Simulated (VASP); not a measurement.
# Cd3Te2Se (P3m1) in VASP: further runs, part 2 of 2

VASP 6.6.1.

### Step 3. Single point, PBE

This run uses another cell than the first one, of 34.01 Å³/atom.

File INCAR:

```
ALGO = Normal
EDIFF = 1E-6
ENCUT = 520
GGA = PE
ISIF = 2
ISMEAR = 0
LASPH = T
LCHARG = F
LREAL = F
LWAVE = F
NBANDS = 36
NELM = 100
PREC = Accurate
SIGMA = 0.01
```

File KPOINTS:

```
k-points
0
Gamma
  12 12 4
```

File POSCAR:

```
Cd3Te2Se
1.0
    4.5827998894      0.0000000000      0.0000000000
   -2.2913999447      3.9688211247      0.0000000000
    0.0000000000      0.0000000000     11.2191138201
Cd Te Se
3 2 1
Direct
    0.0000000000      0.0000000000      0.0005445276
    0.3333333333      0.6666666667      0.6538528268
    0.6666666667      0.3333333333      0.3461435215
    0.3333333333      0.6666666667      0.9092989067
    0.0000000000      0.0000000000      0.2548875380
    0.6666666667      0.3333333333      0.5852726795
```

Potentials or basis: VASP PAW PBE potentials, release 64 (Cd, Te, Se).

On the command line:

```sh
$ cat potpaw_PBE.64/Cd/POTCAR potpaw_PBE.64/Te/POTCAR potpaw_PBE.64/Se/POTCAR > POTCAR
$ mpirun -np 1 vasp_std > vasp.out
```

OUTCAR:

```text
EDIFF = 1E-6
   ENCUT = 520
   GGA = PE
   ISIF = 2
   ISMEAR = 0
   LASPH = T
   LREAL = F
   NELM = 100
   PREC = Accurate

 ion  position               nearest neighbor table
   1  0.000  0.000  0.001-   4 2.84   4 2.84   4 2.84   5 2.85
   2  0.333  0.667  0.654-   6 2.76   6 2.76   6 2.76   4 2.87
   3  0.667  0.333  0.346-   6 2.68   5 2.84   5 2.84   5 2.84
   4  0.333  0.667  0.909-   1 2.84   1 2.84   1 2.84   2 2.87
   5  0.000  0.000  0.255-   3 2.84   3 2.84   3 2.84   1 2.85
   6  0.667  0.333  0.585-   3 2.68   2 2.76   2 2.76   2 2.76

  LATTYP: Found a hexagonal cell.
 ALAT       =     4.5827998894
 C/A-ratio  =     2.4480915796

  Lattice vectors:

 A1 = (   4.5827998894,   0.0000000000,   0.0000000000)
 A2 = (  -2.2913999447,   3.9688211247,   0.0000000000)
 A3 = (   0.0000000000,   0.0000000000,  11.2191138201)

Analysis of symmetry for initial positions (statically):
=====================================================================
 Subroutine PRICEL returns:
 Original cell was already a primitive cell.

 Routine SETGRP: Setting up the symmetry group for a
 hexagonal supercell.

 Subroutine GETGRP returns: Found  6 space group operations
 (whereof  6 operations were pure point group operations)
 out of a pool of 24 trial point group operations.

The static configuration has the point symmetry C_3v.

Analysis of symmetry for dynamics (positions and initial velocities):
=====================================================================
 Subroutine PRICEL returns:
 Original cell was already a primitive cell.

 Routine SETGRP: Setting up the symmetry group for a
 hexagonal supercell.

 Subroutine GETGRP returns: Found  6 space group operations
 (whereof  6 operations were pure point group operations)
 out of a pool of 24 trial point group operations.

The dynamic configuration has the point symmetry C_3v.

 Subroutine INISYM returns: Found  6 space group operations
 (whereof  6 operations are pure point group operations),
 and found     1 'primitive' translations

----------------------------------------------------------------------------------------

                                     Primitive cell

  volume of cell :     204.0568

  direct lattice vectors                    reciprocal lattice vectors
     4.582799889  0.000000000  0.000000000     0.218207215  0.125981994  0.000000000
    -2.291399945  3.968821125  0.000000000     0.000000000  0.251963988  0.000000000
     0.000000000  0.000000000 11.219113820     0.000000000  0.000000000  0.089133600

  length of vectors
     4.582799889  4.582799889 11.219113820     0.251963988  0.251963988  0.089133600

  position of ions in fractional coordinates (direct lattice)
     0.000000000  0.000000000  0.000544528
     0.333333333  0.666666667  0.653852827
     0.666666667  0.333333333  0.346143521
     0.333333333  0.666666667  0.909298907
     0.000000000  0.000000000  0.254887538
     0.666666667  0.333333333  0.585272680

  ion indices of the primitive-cell ions
   primitive index   ion index
                 1           1
                 2           2
                 3           3
                 4           4
                 5           5
                 6           6
[... 20 lines left out ...]
     0.000000000  0.000000000  0.000000000

 Subroutine IBZKPT returns following result:
 ===========================================

 Found     69 irreducible k-points:

 Following reciprocal coordinates:
            Coordinates               Weight
  0.000000  0.000000  0.000000      1.000000
  0.083333  0.000000  0.000000      6.000000
  0.166667  0.000000  0.000000      6.000000
  0.250000  0.000000  0.000000      6.000000
  0.333333  0.000000  0.000000      6.000000
  0.416667 -0.000000  0.000000      6.000000
[... 16 lines left out ...]
  0.166667  0.000000  0.250000      6.000000
  0.000000  0.166667  0.250000      6.000000
 [... further k-points ...]
   k-points           NKPTS =     69   k-points in BZ     NKDIM =     69   number of bands    NBANDS=     36
   number of dos      NEDOS =    301   number of ions     NIONS =      6
   total plane-waves  NPLWV = 108864
   dimension x,y,z NGX =    36 NGY =   36 NGZ =   84
   dimension x,y,z NGXF=    72 NGYF=   72 NGZF=  168
   ions per type =               3   2   1
   NGX,Y,Z   is equivalent  to a cutoff of  13.06, 13.06, 12.45 a.u.
   NGXF,Y,Z  is equivalent  to a cutoff of  26.12, 26.12, 24.89 a.u.
 SYSTEM =  unknown system
   PREC   = accura    normal or accurate (medium, high low for compatibility)
   ISTART =      0    job   : 0-new  1-cont  2-samecut
   ICHARG =      2    charge: 1-file 2-atom 10-const
   ISPIN  =      1    spin polarized calculation?
   LNONCOLLINEAR =      F non collinear calculations
   LSORBIT =      F    spin-orbit coupling
   LASPH  =      T    aspherical Exc in radial PAW
   ENCUT  =  520.0 eV  38.22 Ry    6.18 a.u.   8.52  8.52 20.86*2*pi/ulx,y,z
   NELM   =    100;   NELMIN=  2; NELMDL= -5     # of ELM steps
   EDIFF  = 0.1E-05   stopping-criterion for ELM
   LREAL  =      F    real-space projection
   EDIFFG = 0.1E-04   stopping-criterion for IOM
   NSW    =      0    number of steps for IOM
   IBRION =     -1    ionic relax: 0-MD 1-quasi-New 2-CG
   NFREE  =      0    steps in history (QN), initial steepest desc. (CG)
   ISIF   =      2    stress and relaxation
   ISYM   =      2    0-nonsym 1-usesym 2-fastsym
   POTIM  = 0.5000    time-step for ionic-motion
   TEBEG  =    0.0;   TEEND  =   0.0 temperature during run
   PSTRESS=    0.0 pullay stress
   NELECT =      54.0000    total number of electrons
   NUPDOWN=      -1.0000    fix difference up-down
   EMIN   =  10.00;   EMAX   =-10.00  energy-range for DOS
   EFERMI =   0.00;   METHOD = LEGACY
   ISMEAR =     0;   SIGMA  =   0.01  broadening in eV -4-tet -1-fermi 0-gaus
   EFERMI_NEDOS =   21; number of points for ismear=-14 and -15
   IALGO  =     38    algorithm
   IMIX   =      4    mixing-type and parameters
     AMIX     =   0.40;   BMIX     =  1.00
     AMIX_MAG =   1.60;   BMIX_MAG =  1.00
  volume/ion in A,a.u.               =      34.01       229.51
  Fermi-wavevector in a.u.,A,eV,Ry     =   1.051048  1.986192 15.030373  1.104701
  Thomas-Fermi vector in A             =   2.186075
   LORBIT       =      0    0 simple, 1 ext, 2 COOP (PROOUT), +10 PAW based schemes
   GGA     = PE    functional components
   LHFCALC =     F    Hartree Fock is set to
   AEXX    =    0.0000 exact exchange contribution
   IVDW    =     0    specifies the selected vdW correction
   LEPSILON=     F    determine dielectric tensor
   LRPA    =     F    only Hartree local field effects (RPA)
 non-spin polarized calculation
 Gauss-broadening in eV      SIGMA  =   0.01
  energy-cutoff  :      520.00
  volume of cell :      204.06
 maximum number of plane-waves:      5543
 NGX is ok and might be reduce to    36
   NGX = 17   NGY = 17   NGZ = 41

 number of electron      54.0000016 magnetization

 Free energy of the ion-electron system (eV)
  ---------------------------------------------------
  ext. energy  EPLUGINS =         0.00000000
  ---------------------------------------------------
  free energy    TOTEN  =       -15.03848056 eV

  energy without entropy =      -15.03848056  energy(sigma->0) =      -15.03848056

 E-fermi :   1.6382     XC(G=0):  -8.4161

 val. band max:        1.5734959737   @ k =   0.0000   0.0000   0.0000
 cond. band min:       1.8190048038   @ k =   0.0000   0.0000   0.0000
 fundamental gap:      0.2455088301
 Fermi energy:         1.6381693850

 k-point     1 :       0.0000    0.0000    0.0000
  band No.  band energies     occupation
      1     -10.8370      2.00000
      2      -9.2569      2.00000
      3      -9.0893      2.00000
      4      -6.5863      2.00000
      5      -6.5863      2.00000
      6      -6.5700      2.00000
[... 925 lines left out ...]
     35       7.0410      0.00000
     36       7.2430      0.00000

 [... further k-points ...]
[... 5 lines left out ...]
  --------------------------------------------------------------------------------------
  -------------------------------------------------------------------------------------
  Total        0.1738375      0.1738375      0.1901462      0.0000000     -0.0000000      0.0000000
  in kB        1.3649071      1.3649071      1.4929565      0.0000000     -0.0000000      0.0000000
  external PRESSURE =       1.4075902 kB  Pullay stress =       0.0000000 kB

 VOLUME and BASIS-vectors are now :
 -----------------------------------------------------------------------------
  energy-cutoff  :      520.00
  volume of cell :      204.06
      direct lattice vectors                 reciprocal lattice vectors
     4.582799889  0.000000000  0.000000000     0.218207215  0.125981994  0.000000000
    -2.291399945  3.968821125  0.000000000     0.000000000  0.251963988  0.000000000
     0.000000000  0.000000000 11.219113820     0.000000000  0.000000000  0.089133600

 POSITION                                       TOTAL-FORCE (eV/Angst)
 -----------------------------------------------------------------------------------
      0.00000      0.00000      0.00611         0.000000     -0.000000      0.000110
     -0.00000      2.64588      7.33565        -0.000000      0.000000      0.004609
      2.29140      1.32294      3.88342        -0.000000     -0.000000     -0.011892
     -0.00000      2.64588     10.20153         0.000000     -0.000000     -0.000040
      0.00000      0.00000      2.85961        -0.000000      0.000000     -0.001006
      2.29140      1.32294      6.56624         0.000000     -0.000000      0.008220
 -----------------------------------------------------------------------------------
    total drift:                               -0.000001      0.000000     -0.000085

  FREE ENERGIE OF THE ION-ELECTRON SYSTEM (eV)
  ---------------------------------------------------
  free  energy   TOTEN  =       -15.0384805615 eV

  energy  without entropy=      -15.0384805615  energy(sigma->0) =      -15.03848056
```

OSZICAR:

```text
N       E                     dE             d eps       ncg     rms          rms(c)
DAV:   1     0.351720187503E+03    0.35172E+03   -0.24462E+04  4968   0.131E+03
DAV:   2     0.511035565553E+01   -0.34661E+03   -0.33713E+03  5412   0.316E+02
DAV:   3    -0.156222908022E+02   -0.20733E+02   -0.20603E+02  5844   0.756E+01
DAV:   4    -0.159119275109E+02   -0.28964E+00   -0.28933E+00  6168   0.792E+00
DAV:   5    -0.159151553741E+02   -0.32279E-02   -0.32277E-02  5768   0.834E-01    0.884E+00
DAV:   6    -0.150737705538E+02    0.84138E+00   -0.16859E+00  5432   0.101E+01    0.724E+00
DAV:   7    -0.150407899052E+02    0.32981E-01   -0.70358E-01  5396   0.347E+00    0.262E+00
DAV:   8    -0.150370798949E+02    0.37100E-02   -0.66423E-02  5624   0.212E+00    0.659E-01
DAV:   9    -0.150383056404E+02   -0.12257E-02   -0.11978E-02  5452   0.854E-01    0.218E-01
DAV:  10    -0.150383425123E+02   -0.36872E-04   -0.92901E-04  5716   0.261E-01    0.137E-01
DAV:  11    -0.150384772783E+02   -0.13477E-03   -0.49603E-04  5388   0.124E-01    0.348E-02
DAV:  12    -0.150384631742E+02    0.14104E-04   -0.78984E-05  5788   0.562E-02    0.169E-02
DAV:  13    -0.150384737749E+02   -0.10601E-04   -0.14822E-05  5156   0.213E-02    0.103E-02
DAV:  14    -0.150384803384E+02   -0.65635E-05   -0.98301E-06  4852   0.165E-02    0.692E-03
DAV:  15    -0.150384805615E+02   -0.22313E-06   -0.11695E-06  4372   0.813E-03
   1 F= -.15038481E+02 E0= -.15038481E+02  d E =-.133971E-22
```

stdout:

```text
POSCAR found type information on POSCAR CdTeSe
 POSCAR found :  3 types and       6 ions
 scaLAPACK will be used
 LDA part: xc-table for (Slater+PW92), standard interpolation
 POSCAR, INCAR and KPOINTS ok, starting setup
 FFT: planning ... GRIDC
 FFT: planning ... GRID_SOFT
 FFT: planning ... GRID
 WAVECAR not read
 entering main loop
```

Run time: 9.2 min. Hardware: 1 thread of Intel Xeon Platinum 8259CL at 2.50GHz (Skylake/Cascade Lake), shared host; peak memory 0.63 GiB.

What came out:

```yaml
Free_energy: -15.0385 eV
Pressure: 0.1 GPa
Largest_force: 0.012 eV/Å
Band_gap_on_the_k_mesh: 0.25 eV
```

Forces on the atoms (eV/Å):
```
Cd   0.000  0.000  0.000
Cd   0.000  0.000  0.005
Cd   0.000  0.000 -0.012
Te   0.000  0.000  0.000
Te   0.000  0.000 -0.001
Se   0.000  0.000  0.008
```

Caveat: semilocal functionals underestimate gaps, and a narrow one can read as zero; spin-orbit coupling is left out, which moves the levels of the heavy elements.
